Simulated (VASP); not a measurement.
# C in VASP: single point with r2SCAN+rVV10

Aim: the single point of C with r2SCAN+rVV10.

Everything below comes from runs of VASP 6.6.1. Logs are shortened: lines on timing, memory, paths and dates and some standing lists are left out, and cuts for length are marked.

## Step 1: The cell of the first run

The cell holds a sheet with vacuum, 2 atoms: a = 2.455 Å, b = 2.455 Å, c = 23.800 Å, α = 90.00°, β = 90.00°, γ = 120.00°.

## Step 2: Single point, r2SCAN+rVV10

File POSCAR:

```
C
1.0
    2.4551590316      0.0000000000      0.0000000000
   -1.2275795158      2.1262300917      0.0000000000
    0.0000000000      0.0000000000     23.8000000000
C
2
Direct
    0.3333333333      0.6666666667      0.2941176471
    0.6666666667      0.3333333333      0.2941176471
```

File INCAR.step1:

```
  ALGO = Normal
  DIPOL = 0.5 0.5 0.294
  EDIFF = 1E-5
  ENCUT = 580
  GGA = PE
  GGA_COMPAT = False
  IDIPOL = 3
  ISMEAR = 0
  LASPH = True
  LCHARG = False
  LDIPOL = True
  LREAL = False
  LWAVE = True
  NBANDS = 11
  NELM = 120
  NELMDL = -8
  PREC = Accurate
  SIGMA = 0.03
```

File INCAR.step2:

```
  ALGO = Normal
  BPARAM = 11.95
  CPARAM = 0.0093
  DIPOL = 0.5 0.5 0.294
  EDIFF = 1E-6
  ENCUT = 580
  GGA_COMPAT = False
  IDIPOL = 3
  ISIF = 2
  ISMEAR = 0
  ISTART = 1
  IVDW_NL = 2
  LASPH = True
  LCHARG = False
  LDIPOL = True
  LMIXTAU = True
  LREAL = False
  LUSE_VDW = True
  LWAVE = False
  METAGGA = R2SCAN
  NBANDS = 11
  NELM = 120
  PREC = Accurate
  SIGMA = 0.03
```

File KPOINTS:

```
k-points
0
Gamma
  18 18 1
```

Potentials or basis: VASP PAW PBE potentials, release 64 (C).

On the command line:

```
> cat potpaw_PBE.64/C/POTCAR > POTCAR
> cp INCAR.step1 INCAR
> mpirun -np 1 vasp_std > vasp.out
> cp INCAR.step2 INCAR
> mpirun -np 1 vasp_std > vasp.out
```

OUTCAR:

```text
BPARAM = 11.95
   EDIFF = 1E-6
   ENCUT = 580
   ISIF = 2
   ISMEAR = 0
   ISTART = 1
   IVDW_NL = 2
   LASPH = True
   LREAL = False
   METAGGA = R2SCAN
   NELM = 120
   PREC = Accurate

 ion  position               nearest neighbor table
   1  0.333  0.667  0.294-   2 1.42   2 1.42   2 1.42
   2  0.667  0.333  0.294-   1 1.42   1 1.42   1 1.42

  LATTYP: Found a hexagonal cell.
 ALAT       =     2.4551590316
 C/A-ratio  =     9.6938730623

  Lattice vectors:

 A1 = (   2.4551590316,   0.0000000000,   0.0000000000)
 A2 = (  -1.2275795158,   2.1262300917,   0.0000000000)
 A3 = (   0.0000000000,   0.0000000000,  23.8000000000)

Analysis of symmetry for initial positions (statically):
=====================================================================
 Subroutine PRICEL returns:
 Original cell was already a primitive cell.

 Routine SETGRP: Setting up the symmetry group for a
 hexagonal supercell.

 Subroutine GETGRP returns: Found 24 space group operations
 (whereof 12 operations were pure point group operations)
 out of a pool of 24 trial point group operations.

The static configuration has the point symmetry C_6v.
 The point group associated with its full space group is D_6h.

Analysis of symmetry for dynamics (positions and initial velocities):
=====================================================================
 Subroutine PRICEL returns:
 Original cell was already a primitive cell.

 Routine SETGRP: Setting up the symmetry group for a
 hexagonal supercell.

 Subroutine GETGRP returns: Found 24 space group operations
 (whereof 12 operations were pure point group operations)
 out of a pool of 24 trial point group operations.

The dynamic configuration has the point symmetry C_6v.
 The point group associated with its full space group is D_6h.

 Subroutine INISYM returns: Found 24 space group operations
 (whereof 12 operations are pure point group operations),
 and found     1 'primitive' translations

----------------------------------------------------------------------------------------

                                     Primitive cell

  volume of cell :     124.2415

  direct lattice vectors                    reciprocal lattice vectors
     2.455159032  0.000000000  0.000000000     0.407305591  0.235157993  0.000000000
    -1.227579516  2.126230092  0.000000000     0.000000000  0.470315985  0.000000000
     0.000000000  0.000000000 23.800000000     0.000000000  0.000000000  0.042016807

  length of vectors
     2.455159032  2.455159032 23.800000000     0.470315985  0.470315985  0.042016807

  position of ions in fractional coordinates (direct lattice)
     0.333333333  0.666666667  0.294117647
     0.666666667  0.333333333  0.294117647

  ion indices of the primitive-cell ions
   primitive index   ion index
                 1           1
                 2           2

----------------------------------------------------------------------------------------

 KPOINTS: k-points

Automatic generation of k-mesh.
 Grid dimensions read from file:
 generate k-points for:   18   18    1

 Generating k-lattice:

  Cartesian coordinates                     Fractional coordinates (reciprocal lattice)
     0.022628088  0.013064333  0.000000000     0.055555556  0.000000000  0.000000000
     0.000000000  0.026128666  0.000000000     0.000000000  0.055555556  0.000000000
     0.000000000  0.000000000  0.042016807     0.000000000  0.000000000  1.000000000

  Length of vectors
     0.026128666  0.026128666  0.042016807

  Shift w.r.t. Gamma in fractional coordinates (k-lattice)
     0.000000000  0.000000000  0.000000000

 Subroutine IBZKPT returns following result:
 ===========================================

 Found     37 irreducible k-points:

 Following reciprocal coordinates:
            Coordinates               Weight
  0.000000  0.000000  0.000000      1.000000
  0.055556  0.000000  0.000000      6.000000
  0.111111  0.000000  0.000000      6.000000
  0.166667  0.000000  0.000000      6.000000
  0.222222  0.000000  0.000000      6.000000
  0.277778  0.000000  0.000000      6.000000
[... 16 lines left out ...]
  0.333333  0.111111  0.000000     12.000000
  0.388889  0.111111  0.000000     12.000000
 [... further k-points ...]
   k-points           NKPTS =     37   k-points in BZ     NKDIM =     37   number of bands    NBANDS=     11
   number of dos      NEDOS =    301   number of ions     NIONS =      2
   total plane-waves  NPLWV =  76800
   dimension x,y,z NGX =    20 NGY =   20 NGZ =  192
   dimension x,y,z NGXF=    40 NGYF=   40 NGZF=  384
   ions per type =               2
   NGX,Y,Z   is equivalent  to a cutoff of  13.54, 13.54, 13.41 a.u.
   NGXF,Y,Z  is equivalent  to a cutoff of  27.09, 27.09, 26.82 a.u.
 SYSTEM =  unknown system
   PREC   = accura    normal or accurate (medium, high low for compatibility)
   ISTART =      1    job   : 0-new  1-cont  2-samecut
   ICHARG =      0    charge: 1-file 2-atom 10-const
   ISPIN  =      1    spin polarized calculation?
   LNONCOLLINEAR =      F non collinear calculations
   LSORBIT =      F    spin-orbit coupling
   LASPH  =      T    aspherical Exc in radial PAW
   ENCUT  =  580.0 eV  42.63 Ry    6.53 a.u.   4.82  4.82 46.74*2*pi/ulx,y,z
   NELM   =    120;   NELMIN=  2; NELMDL=  0     # of ELM steps
   EDIFF  = 0.1E-05   stopping-criterion for ELM
   LREAL  =      F    real-space projection
   EDIFFG = 0.1E-04   stopping-criterion for IOM
   NSW    =      0    number of steps for IOM
   IBRION =     -1    ionic relax: 0-MD 1-quasi-New 2-CG
   NFREE  =      0    steps in history (QN), initial steepest desc. (CG)
   ISIF   =      2    stress and relaxation
   ISYM   =      2    0-nonsym 1-usesym 2-fastsym
   POTIM  = 0.5000    time-step for ionic-motion
   TEBEG  =    0.0;   TEEND  =   0.0 temperature during run
   PSTRESS=    0.0 pullay stress
   NELECT =       8.0000    total number of electrons
   NUPDOWN=      -1.0000    fix difference up-down
   EMIN   =  10.00;   EMAX   =-10.00  energy-range for DOS
   EFERMI =   0.00;   METHOD = LEGACY
   ISMEAR =     0;   SIGMA  =   0.03  broadening in eV -4-tet -1-fermi 0-gaus
   EFERMI_NEDOS =   21; number of points for ismear=-14 and -15
   IALGO  =     38    algorithm
   IMIX   =      4    mixing-type and parameters
     AMIX     =   0.40;   BMIX     =  1.00
     AMIX_MAG =   1.60;   BMIX_MAG =  1.00
  volume/ion in A,a.u.               =      62.12       419.21
  Fermi-wavevector in a.u.,A,eV,Ry     =   0.656169  1.239980  5.858098  0.430558
  Thomas-Fermi vector in A             =   1.727276
   LORBIT       =      0    0 simple, 1 ext, 2 COOP (PROOUT), +10 PAW based schemes
   METAGGA = R2SCAN    functional components
   LHFCALC =     F    Hartree Fock is set to
   AEXX    =    0.0000 exact exchange contribution
   IVDW_NL    =     2    kernel type
   BPARAM     =11.9500
   IVDW    =     0    specifies the selected vdW correction
   LEPSILON=     F    determine dielectric tensor
   LRPA    =     F    only Hartree local field effects (RPA)
 non-spin polarized calculation
 Gauss-broadening in eV      SIGMA  =   0.03
  energy-cutoff  :      580.00
  volume of cell :      124.24
 maximum number of plane-waves:      3981
 NGX is ok and might be reduce to    20
   NGX =  9   NGY =  9   NGZ = 93

 dipolmoment           0.000000      0.000000      0.000005 electrons x Angstroem

 number of electron       7.9999999 magnetization

 dipolmoment           0.000000      0.000000     -0.000006 electrons x Angstroem

 Free energy of the ion-electron system (eV)
  ---------------------------------------------------
  ext. energy  EPLUGINS =         0.00000000
  ---------------------------------------------------
  free energy    TOTEN  =       -19.59809120 eV

  energy without entropy =      -19.59788224  energy(sigma->0) =      -19.59798672

 E-fermi :  -2.9933     XC(G=0):  -1.8231

 val. band max:       -2.9932960861   @ k =   0.3333   0.3333   0.0000
 cond. band min:      -2.9932955284   @ k =   0.3333   0.3333   0.0000
 fundamental gap:      0.0000005577
 Fermi energy:        -2.9932958073

 k-point     1 :       0.0000    0.0000    0.0000
  band No.  band energies     occupation
      1     -23.8714      2.00000
      2     -11.1531      2.00000
      3      -6.2260      2.00000
      4      -6.2260      2.00000
      5       0.5719      0.00000
      6       1.3140      0.00000
      7       1.4067      0.00000
      8       2.0909      0.00000
      9       2.3807      0.00000
     10       3.5558      0.00000
     11       3.9834      0.00000

 k-point     2 :       0.0556    0.0000    0.0000
  band No.  band energies     occupation
      1     -23.7937      2.00000
      2     -11.0602      2.00000
      3      -6.5488      2.00000
      4      -6.3946      2.00000
      5       0.6729      0.00000
      6       1.4159      0.00000
      7       1.5093      0.00000
      8       2.1929      0.00000
      9       2.4827      0.00000
     10       3.6574      0.00000
     11       4.0844      0.00000

 k-point     3 :       0.1111    0.0000    0.0000
  band No.  band energies     occupation
      1     -23.5611      2.00000
      2     -10.7826      2.00000
      3      -7.4330      2.00000
      4      -6.8417      2.00000
      5       0.9760      0.00000
      6       1.7213      0.00000
      7       1.8171      0.00000
      8       2.4988      0.00000
      9       2.7889      0.00000
     10       3.9620      0.00000
     11       4.3874      0.00000

 k-point     4 :       0.1667    0.0000    0.0000
  band No.  band energies     occupation
      1     -23.1746      2.00000
      2     -10.3236      2.00000
      3      -8.6982      2.00000
      4      -7.4420      2.00000
      5       1.4812      0.00000
      6       2.2298      0.00000
      7       2.3299      0.00000
      8       3.0080      0.00000
      9       3.2993      0.00000
     10       4.4685      0.00000
     11       4.8897      0.00000

 k-point     5 :       0.2222    0.0000    0.0000
  band No.  band energies     occupation
      1     -22.6363      2.00000
      2     -10.1742      2.00000
      3      -9.6896      2.00000
      4      -8.0786      2.00000
      5       2.1878      0.00000
      6       2.9389      0.00000
      7       3.0480      0.00000
      8       3.7181      0.00000
      9       4.0129      0.00000
     10       5.1616      0.00000
     11       5.4907      0.00000
[... 211 lines left out ...]
 k-point    21 :       0.2222    0.1111    0.0000
  band No.  band energies     occupation
      1     -21.7230      2.00000
      2     -11.7396      2.00000
      3      -9.5433      2.00000
      4      -8.6273      2.00000
      5       3.3998      0.00000
      6       3.6778      0.00000
      7       4.1750      0.00000
      8       4.2790      0.00000
      9       4.9440      0.00000
     10       5.2384      0.00000
     11       6.3888      0.00000

 k-point    22 :       0.2778    0.1111    0.0000
  band No.  band energies     occupation
      1     -20.8976      2.00000
      2     -13.2184      2.00000
      3     -10.0880      2.00000
      4      -7.6959      2.00000
      5       2.1137      0.00000
      6       4.5045      0.00000
      7       5.2732      0.00000
      8       5.4068      0.00000
      9       6.0569      0.00000
     10       6.3199      0.00000
     11       6.4918      0.00000

 k-point    23 :       0.3333    0.1111    0.0000
  band No.  band energies     occupation
      1     -19.9428      2.00000
      2     -14.6819      2.00000
      3     -10.4829      2.00000
      4      -6.6776      2.00000
      5       0.5882      0.00000
      6       5.7863      0.00000
      7       6.2886      0.00000
      8       6.5749      0.00000
      9       6.7426      0.00000
     10       7.3669      0.00000
     11       7.6944      0.00000

 k-point    24 :       0.3889    0.1111    0.0000
  band No.  band energies     occupation
      1     -18.8966      2.00000
      2     -16.0481      2.00000
      3     -10.7224      2.00000
      4      -5.7179      2.00000
      5      -0.6950      0.00000
      6       6.1352      0.00000
      7       7.3157      0.00000
      8       8.0493      0.00000
      9       8.2790      0.00000
     10       8.8590      0.00000
     11       9.2169      0.00000

 [... further k-points ...]

------------------------ aborting loop because EDIFF is reached ----------------------------------------

 vacuum level on the upper side and lower side of the slab       (xc-potential included)        -0.057        -0.078

  FORCE on cell =-STRESS in cart. coord.  units (eV):
  Direction    XX          YY          ZZ          XY          YZ          ZX
  --------------------------------------------------------------------------------------
  -------------------------------------------------------------------------------------
  Total        0.0839622      0.0839622     -0.0385012      0.0000000      0.0000000     -0.0000000
  in kB        1.0827485      1.0827485     -0.4964992      0.0000000      0.0000000     -0.0000000
  external PRESSURE =       0.5563326 kB  Pullay stress =       0.0000000 kB

 VOLUME and BASIS-vectors are now :
 -----------------------------------------------------------------------------
  energy-cutoff  :      580.00
  volume of cell :      124.24
      direct lattice vectors                 reciprocal lattice vectors
     2.455159032  0.000000000  0.000000000     0.407305591  0.235157993  0.000000000
    -1.227579516  2.126230092  0.000000000     0.000000000  0.470315985  0.000000000
     0.000000000  0.000000000 23.800000000     0.000000000  0.000000000  0.042016807

 POSITION                                       TOTAL-FORCE (eV/Angst)
 -----------------------------------------------------------------------------------
     -0.00000      1.41749      7.00000         0.000000      0.000000     -0.000000
      1.22758      0.70874      7.00000         0.000000     -0.000000      0.000000
 -----------------------------------------------------------------------------------
    total drift:                                0.000000      0.000000     -0.000079

  FREE ENERGIE OF THE ION-ELECTRON SYSTEM (eV)
  ---------------------------------------------------
  free  energy   TOTEN  =       -19.5980911952 eV

  energy  without entropy=      -19.5978822361  energy(sigma->0) =      -19.59798672

 vacuum level on the upper side and lower side of the slab         1.243         1.277
```

It took 14 min on 1 thread of Intel Xeon 8259CL, shared host; peak memory 0.57 GiB.

Results:

- Free energy: -19.5981 eV
- Band gap on the k mesh: zero (filled and empty bands touch)

Levels at points of the mesh, in eV from the Fermi level:
```csv
k point,band 2,band 3,band 4,band 5,band 6,band 7
"(0.00, 0.00, 0.00)",-8.16,-3.23,-3.23,3.57,4.31,4.40
"(0.50, 0.00, 0.00)",-14.12,-6.85,-2.54,1.80,7.77,11.65
```

Caveat: the PAW data sets were made with another functional, which shifts forces and pressure a little.
